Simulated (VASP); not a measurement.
# CaO (Fm-3m) in VASP: settings compared

The runs below take CaO through single point, with PBE, BLYP+D3(BJ).

Program: VASP 6.6.1. These are calculated values, not measurements. Logs are shortened: lines on timing, memory, paths and dates and some standing lists are left out, and cuts for length are marked.

## Step 1: The cell of the first run

It takes space group Fm-3m (No. 225, cubic). The conventional cell has a = 4.807 Å, b = 4.807 Å, c = 4.807 Å, α = 90.00°, β = 90.00°, γ = 90.00°. Ca (site symmetry m-3m) has 6 O at 2.40 Å within 3.2 Å. Within 3.2 Å of O (site symmetry m-3m) lie 6 Ca at 2.40 Å.

## Step 2: Single point, PBE

Input file INCAR:

```
  PREC = Accurate
  ENCUT = 520
  EDIFF = 1E-6
  ISMEAR = -1
  SIGMA = 0.06
  LREAL = F
  LASPH = T
  NELM = 60
  ALGO = Normal
  ISIF = 2
  LWAVE = F
  LCHARG = T
  GGA = PE
  LELF = T
  LVHAR = T
  NBANDS = 15
```

Input file KPOINTS:

```
regular mesh
0
Gamma
  7 7 7
```

Input file POSCAR:

```
CaO
1.0
    0.0000000000      2.4035556960      2.4035556960
    2.4035556960      0.0000000000      2.4035556960
    2.4035556960      2.4035556960      0.0000000000
Ca O
1 1
Direct
    0.0000000000      0.0000000000      0.0000000000
    0.5000000000      0.5000000000      0.5000000000
```

Potentials or basis: VASP PAW PBE potentials, release 64 (Ca_sv, O).

On the command line:

```console
$ cat potpaw_PBE.64/Ca_sv/POTCAR potpaw_PBE.64/O/POTCAR > POTCAR
$ mpirun -np 1 vasp_std > vasp.out
```

OUTCAR:

```text
PREC = Accurate
   ENCUT = 520
   EDIFF = 1E-6
   ISMEAR = -1
   LREAL = F
   LASPH = T
   NELM = 60
   ISIF = 2
   GGA = PE

 ion  position               nearest neighbor table
   1  0.000  0.000  0.000-   2 2.40   2 2.40   2 2.40   2 2.40   2 2.40   2 2.40
   2  0.500  0.500  0.500-   1 2.40   1 2.40   1 2.40   1 2.40   1 2.40   1 2.40

  LATTYP: Found a face centered cubic cell.
 ALAT       =     4.8071113920

  Lattice vectors:

 A1 = (   0.0000000000,   2.4035556960,   2.4035556960)
 A2 = (   2.4035556960,   0.0000000000,   2.4035556960)
 A3 = (   2.4035556960,   2.4035556960,   0.0000000000)

Analysis of symmetry for initial positions (statically):
=====================================================================
 Subroutine PRICEL returns:
 Original cell was already a primitive cell.

 Routine SETGRP: Setting up the symmetry group for a
 face centered cubic supercell.

 Subroutine GETGRP returns: Found 48 space group operations
 (whereof 48 operations were pure point group operations)
 out of a pool of 48 trial point group operations.

The static configuration has the point symmetry O_h .

Analysis of symmetry for dynamics (positions and initial velocities):
=====================================================================
 Subroutine PRICEL returns:
 Original cell was already a primitive cell.

 Routine SETGRP: Setting up the symmetry group for a
 face centered cubic supercell.

 Subroutine GETGRP returns: Found 48 space group operations
 (whereof 48 operations were pure point group operations)
 out of a pool of 48 trial point group operations.

The dynamic configuration has the point symmetry O_h .

 Subroutine INISYM returns: Found 48 space group operations
 (whereof 48 operations are pure point group operations),
 and found     1 'primitive' translations

----------------------------------------------------------------------------------------

                                     Primitive cell

  volume of cell :      27.7711

  direct lattice vectors                    reciprocal lattice vectors
     0.000000000  2.403555696  2.403555696    -0.208025136  0.208025136  0.208025136
     2.403555696  0.000000000  2.403555696     0.208025136 -0.208025136  0.208025136
     2.403555696  2.403555696  0.000000000     0.208025136  0.208025136 -0.208025136

  length of vectors
     3.399141063  3.399141063  3.399141063     0.360310104  0.360310104  0.360310104

  position of ions in fractional coordinates (direct lattice)
     0.000000000  0.000000000  0.000000000
     0.500000000  0.500000000  0.500000000

  ion indices of the primitive-cell ions
   primitive index   ion index
                 1           1
                 2           2

----------------------------------------------------------------------------------------

 KPOINTS: regular mesh

Automatic generation of k-mesh.
 Grid dimensions read from file:
 generate k-points for:    7    7    7

 Generating k-lattice:

  Cartesian coordinates                     Fractional coordinates (reciprocal lattice)
    -0.029717877  0.029717877  0.029717877     0.142857143  0.000000000  0.000000000
     0.029717877 -0.029717877  0.029717877     0.000000000  0.142857143  0.000000000
     0.029717877  0.029717877 -0.029717877     0.000000000  0.000000000  0.142857143

  Length of vectors
     0.051472872  0.051472872  0.051472872

  Shift w.r.t. Gamma in fractional coordinates (k-lattice)
     0.000000000  0.000000000  0.000000000

 Subroutine IBZKPT returns following result:
 ===========================================

 Found     20 irreducible k-points:

 Following reciprocal coordinates:
            Coordinates               Weight
  0.000000  0.000000  0.000000      1.000000
  0.142857  0.000000  0.000000      8.000000
  0.285714  0.000000  0.000000      8.000000
  0.428571  0.000000  0.000000      8.000000
  0.142857  0.142857  0.000000      6.000000
  0.285714  0.142857  0.000000     24.000000
[... 12 lines left out ...]
 -0.428571  0.428571  0.142857     24.000000
 -0.285714  0.428571  0.142857     24.000000
   k-points           NKPTS =     20   k-points in BZ     NKDIM =     20   number of bands    NBANDS=     15
   number of dos      NEDOS =    301   number of ions     NIONS =      2
   total plane-waves  NPLWV =  21952
   dimension x,y,z NGX =    28 NGY =   28 NGZ =   28
   dimension x,y,z NGXF=    56 NGYF=   56 NGZF=   56
   ions per type =               1   1
   NGX,Y,Z   is equivalent  to a cutoff of  13.69, 13.69, 13.69 a.u.
   NGXF,Y,Z  is equivalent  to a cutoff of  27.39, 27.39, 27.39 a.u.
 SYSTEM =  unknown system
   PREC   = accura    normal or accurate (medium, high low for compatibility)
   ISTART =      0    job   : 0-new  1-cont  2-samecut
   ICHARG =      2    charge: 1-file 2-atom 10-const
   ISPIN  =      1    spin polarized calculation?
   LNONCOLLINEAR =      F non collinear calculations
   LSORBIT =      F    spin-orbit coupling
   LASPH  =      T    aspherical Exc in radial PAW
   ENCUT  =  520.0 eV  38.22 Ry    6.18 a.u.   6.32  6.32  6.32*2*pi/ulx,y,z
   NELM   =     60;   NELMIN=  2; NELMDL= -5     # of ELM steps
   EDIFF  = 0.1E-05   stopping-criterion for ELM
   LREAL  =      F    real-space projection
   EDIFFG = 0.1E-04   stopping-criterion for IOM
   NSW    =      0    number of steps for IOM
   IBRION =     -1    ionic relax: 0-MD 1-quasi-New 2-CG
   NFREE  =      0    steps in history (QN), initial steepest desc. (CG)
   ISIF   =      2    stress and relaxation
   ISYM   =      2    0-nonsym 1-usesym 2-fastsym
   POTIM  = 0.5000    time-step for ionic-motion
   TEBEG  =    0.0;   TEEND  =   0.0 temperature during run
   PSTRESS=    0.0 pullay stress
   NELECT =      16.0000    total number of electrons
   NUPDOWN=      -1.0000    fix difference up-down
   EMIN   =  10.00;   EMAX   =-10.00  energy-range for DOS
   EFERMI =   0.00;   METHOD = LEGACY
   ISMEAR =    -1;   SIGMA  =   0.06  broadening in eV -4-tet -1-fermi 0-gaus
   EFERMI_NEDOS =   21; number of points for ismear=-14 and -15
   IALGO  =     38    algorithm
   IMIX   =      4    mixing-type and parameters
     AMIX     =   0.40;   BMIX     =  1.00
     AMIX_MAG =   1.60;   BMIX_MAG =  1.00
  volume/ion in A,a.u.               =      13.89        93.70
  Fermi-wavevector in a.u.,A,eV,Ry     =   1.362231  2.574243 25.247954  1.855672
  Thomas-Fermi vector in A             =   2.488738
   LORBIT       =      0    0 simple, 1 ext, 2 COOP (PROOUT), +10 PAW based schemes
   GGA     = PE    functional components
   LHFCALC =     F    Hartree Fock is set to
   AEXX    =    0.0000 exact exchange contribution
   IVDW    =     0    specifies the selected vdW correction
   LEPSILON=     F    determine dielectric tensor
   LRPA    =     F    only Hartree local field effects (RPA)
 non-spin polarized calculation
  energy-cutoff  :      520.00
  volume of cell :       27.77
 maximum number of plane-waves:       760
 NGX is ok and might be reduce to    28
   NGX = 13   NGY = 13   NGZ = 13

 number of electron      15.9999997 magnetization

 Free energy of the ion-electron system (eV)
  ---------------------------------------------------
  ext. energy  EPLUGINS =         0.00000000
  ---------------------------------------------------
  free energy    TOTEN  =       -12.80131376 eV

  energy without entropy =      -12.80131376  energy(sigma->0) =      -12.80131376

 E-fermi :   3.7034     XC(G=0): -10.4731

 val. band max:        2.3477160242   @ k =   0.0000   0.0000   0.0000
 cond. band min:       6.0766603952   @ k =   0.4286   0.4286   0.0000
 fundamental gap:      3.7289443710
 Fermi energy:         3.7034206588

 k-point     1 :       0.0000    0.0000    0.0000
  band No.  band energies     occupation
      1     -35.2914      2.00000
      2     -16.0556      2.00000
      3     -16.0556      2.00000
      4     -16.0556      2.00000
      5     -13.1836      2.00000
      6       2.3477      2.00000
      7       2.3477      2.00000
      8       2.3477      2.00000
      9       7.0571      0.00000
     10       8.5718      0.00000
     11       8.5718      0.00000
     12       8.5718      0.00000
     13      10.0746      0.00000
     14      10.0746      0.00000
     15      17.4169      0.00000

 k-point     2 :       0.1429    0.0000    0.0000
  band No.  band energies     occupation
      1     -35.2722      2.00000
      2     -16.3218      2.00000
      3     -16.0659      2.00000
      4     -16.0659      2.00000
      5     -12.9039      2.00000
      6       1.6785      2.00000
      7       2.0801      2.00000
      8       2.0801      2.00000
      9       7.9172      0.00000
     10       8.5344      0.00000
     11       8.9133      0.00000
     12       8.9133      0.00000
     13      10.5459      0.00000
     14      10.5459      0.00000
     15      18.1188      0.00000

 k-point     3 :       0.2857    0.0000    0.0000
  band No.  band energies     occupation
      1     -35.2289      2.00000
      2     -16.8041      2.00000
      3     -16.0887      2.00000
      4     -16.0887      2.00000
      5     -12.3882      2.00000
      6       0.5462      2.00000
      7       1.5580      2.00000
      8       1.5580      2.00000
      9       8.7064      0.00000
     10       9.6013      0.00000
     11       9.7668      0.00000
     12       9.7668      0.00000
     13      11.6127      0.00000
     14      11.6127      0.00000
     15      18.0186      0.00000
[... 271 lines left out ...]
 k-point    19 :      -0.4286    0.4286    0.1429
  band No.  band energies     occupation
      1     -35.1628      2.00000
      2     -16.6636      2.00000
      3     -16.3421      2.00000
      4     -16.3330      2.00000
      5     -12.6484      2.00000
      6       0.9311      2.00000
      7       1.4396      2.00000
      8       1.6309      2.00000
      9       7.1209      0.00000
     10      10.2658      0.00000
     11      10.7843      0.00000
     12      11.7336      0.00000
     13      11.8746      0.00000
     14      14.4244      0.00000
     15      16.4847      0.00000

 k-point    20 :      -0.2857    0.4286    0.1429
  band No.  band energies     occupation
      1     -35.1596      2.00000
      2     -16.6268      2.00000
      3     -16.4978      2.00000
      4     -16.2975      2.00000
      5     -12.5185      2.00000
      6       0.9115      2.00000
      7       1.2248      2.00000
      8       1.3948      2.00000
      9       8.2405      0.00000
     10       9.2753      0.00000
     11      10.8337      0.00000
     12      11.6727      0.00000
     13      12.3221      0.00000
     14      16.0807      0.00000
     15      16.0861      0.00000

------------------------ aborting loop because EDIFF is reached ----------------------------------------

  FORCE on cell =-STRESS in cart. coord.  units (eV):
  Direction    XX          YY          ZZ          XY          YZ          ZX
  --------------------------------------------------------------------------------------
  -------------------------------------------------------------------------------------
  Total        0.3778242      0.3778242      0.3778242      0.0000000      0.0000000     -0.0000000
  in kB       21.7975536     21.7975536     21.7975536      0.0000000      0.0000000     -0.0000000
  external PRESSURE =      21.7975536 kB  Pullay stress =       0.0000000 kB

 VOLUME and BASIS-vectors are now :
 -----------------------------------------------------------------------------
  energy-cutoff  :      520.00
  volume of cell :       27.77
      direct lattice vectors                 reciprocal lattice vectors
     0.000000000  2.403555696  2.403555696    -0.208025136  0.208025136  0.208025136
     2.403555696  0.000000000  2.403555696     0.208025136 -0.208025136  0.208025136
     2.403555696  2.403555696  0.000000000     0.208025136  0.208025136 -0.208025136

 POSITION                                       TOTAL-FORCE (eV/Angst)
 -----------------------------------------------------------------------------------
      0.00000      0.00000      0.00000        -0.000000     -0.000000     -0.000000
      2.40356      2.40356      2.40356         0.000000      0.000000      0.000000
 -----------------------------------------------------------------------------------
    total drift:                                0.000000      0.000000      0.000000

  FREE ENERGIE OF THE ION-ELECTRON SYSTEM (eV)
  ---------------------------------------------------
  free  energy   TOTEN  =       -12.8013137607 eV

  energy  without entropy=      -12.8013137607  energy(sigma->0) =      -12.80131376
```

Run time: 6.8 s. Hardware: 1 thread of Intel Xeon Platinum 8488C (Sapphire Rapids), shared host; peak memory 0.15 GiB.

What came out:

| Property | Result |
| --- | --- |
| Free energy | -12.8013 eV |
| Pressure | 2.2 GPa |
| Band gap on the k mesh | 3.73 eV, indirect (least direct gap 4.10 eV) |

## Step 3: Single point, BLYP+D3(BJ)

This run uses another cell than the first one, of 13.51 Å³/atom, 0.973 times its volume.

Input file INCAR:

```
SYSTEM = CaO
  PREC = Accurate
  ENCUT = 520
  EDIFF = 1E-6
  ISMEAR = -1
  SIGMA = 0.05
  LREAL = .FALSE.
  LASPH = .TRUE.
  NELM = 60
  ALGO = Normal
  ISIF = 2
  LWAVE = .FALSE.
  LCHARG = .FALSE.
  GGA = B5
  ALDAX = 1.0
  AGGAX = 1.0
  AGGAC = 1.0
  ALDAC = 0.0
  IVDW = 12
  VDW_S6 = 1.0
  VDW_S8 = 2.6996
  VDW_A1 = 0.4298
  VDW_A2 = 4.2359
  NBANDS = 15
```

Input file KPOINTS:

```
Automatic mesh
0
G
  10 10 10
  0 0 0
```

Input file POSCAR:

```
CaO
1.0
    0.0000000000      2.3816692180      2.3816692180
    2.3816692180      0.0000000000      2.3816692180
    2.3816692180      2.3816692180      0.0000000000
Ca O
1 1
Direct
    0.0000000000      0.0000000000      0.0000000000
    0.5000000000      0.5000000000      0.5000000000
```

Potentials or basis: VASP PAW PBE potentials, release 64 (Ca_sv, O).

On the command line:

```console
$ cat potpaw_PBE.64/Ca_sv/POTCAR potpaw_PBE.64/O/POTCAR > POTCAR
$ mpirun -np 1 vasp_std > vasp.out
```

OUTCAR:

```text
SYSTEM = CaO
   PREC = Accurate
   ENCUT = 520
   EDIFF = 1E-6
   ISMEAR = -1
   LREAL = .FALSE.
   LASPH = .TRUE.
   NELM = 60
   ISIF = 2
   GGA = B5
   IVDW = 12
 IVDW          = 12

 ion  position               nearest neighbor table
   1  0.000  0.000  0.000-   2 2.38   2 2.38   2 2.38   2 2.38   2 2.38   2 2.38
   2  0.500  0.500  0.500-   1 2.38   1 2.38   1 2.38   1 2.38   1 2.38   1 2.38

  LATTYP: Found a face centered cubic cell.
 ALAT       =     4.7633384360

  Lattice vectors:

[... 620 lines left out ...]

 Edisp (eV)   -1.28939

 E8    (eV) :    -0.9594

  FORCE on cell =-STRESS in cart. coord.  units (eV):
  Direction    XX          YY          ZZ          XY          YZ          ZX
  --------------------------------------------------------------------------------------
  -------------------------------------------------------------------------------------
  Total       0.12300     0.12300     0.12300     0.00000    -0.00000     0.00000
  in kB       7.29348     7.29348     7.29348     0.00000    -0.00000     0.00000
  external pressure =        7.29 kB  Pullay stress =        0.00 kB

 VOLUME and BASIS-vectors are now :
 -----------------------------------------------------------------------------
  energy-cutoff  :      520.00
  volume of cell :       27.02
      direct lattice vectors                 reciprocal lattice vectors
     0.000000000  2.381669218  2.381669218    -0.209936794  0.209936794  0.209936794
     2.381669218  0.000000000  2.381669218     0.209936794 -0.209936794  0.209936794
     2.381669218  2.381669218  0.000000000     0.209936794  0.209936794 -0.209936794

 POSITION                                       TOTAL-FORCE (eV/Angst)
 -----------------------------------------------------------------------------------
      0.00000      0.00000      0.00000        -0.000000      0.000000      0.000000
      2.38167      2.38167      2.38167         0.000000     -0.000000     -0.000000
 -----------------------------------------------------------------------------------
    total drift:                                0.000000      0.000000      0.000000

  FREE ENERGIE OF THE ION-ELECTRON SYSTEM (eV)
  ---------------------------------------------------
  free  energy   TOTEN  =       -13.5414269554 eV

  energy  without entropy=      -13.5414269554  energy(sigma->0) =      -13.54142696
```

OSZICAR:

```text
N       E                     dE             d eps       ncg     rms          rms(c)
DAV:   1     0.126189915447E+03    0.12619E+03   -0.84862E+03  1410   0.110E+03
DAV:   2    -0.885679710654E+01   -0.13505E+03   -0.12586E+03  1760   0.295E+02
DAV:   3    -0.141945178985E+02   -0.53377E+01   -0.53004E+01  1711   0.600E+01
DAV:   4    -0.143376422153E+02   -0.14312E+00   -0.14305E+00  1976   0.891E+00
DAV:   5    -0.143391669982E+02   -0.15248E-02   -0.15247E-02  1735   0.804E-01    0.928E+00
DAV:   6    -0.123453581398E+02    0.19938E+01   -0.62477E+00  1550   0.242E+01    0.363E+00
DAV:   7    -0.122667843778E+02    0.78574E-01   -0.46511E-01  1613   0.704E+00    0.181E+00
DAV:   8    -0.122531531409E+02    0.13631E-01   -0.86635E-02  1858   0.300E+00    0.425E-01
DAV:   9    -0.122516093436E+02    0.15438E-02   -0.46055E-03  1523   0.535E-01    0.111E-01
DAV:  10    -0.122520376324E+02   -0.42829E-03   -0.46247E-04  1726   0.187E-01    0.287E-02
DAV:  11    -0.122520348150E+02    0.28175E-05   -0.41532E-05  1804   0.647E-02    0.779E-03
DAV:  12    -0.122520351730E+02   -0.35803E-06   -0.57286E-06  1662   0.251E-02
   1 F= -.13541427E+02 E0= -.13541427E+02  d E =-.173638E-10
```

Run time: 17 s. Hardware: 1 thread of Intel Xeon Platinum 8488C (Sapphire Rapids), shared host; peak memory 0.17 GiB.

What came out:

* Free energy: -13.5414 eV
* Pressure: 0.7 GPa
* Band gap on the k mesh: 3.72 eV, indirect (least direct gap 4.08 eV)
* Dispersion energy per atom: -0.645 eV

Caveat: the PAW data sets were made with another functional, which shifts forces and pressure a little. A k mesh can miss the band edges.
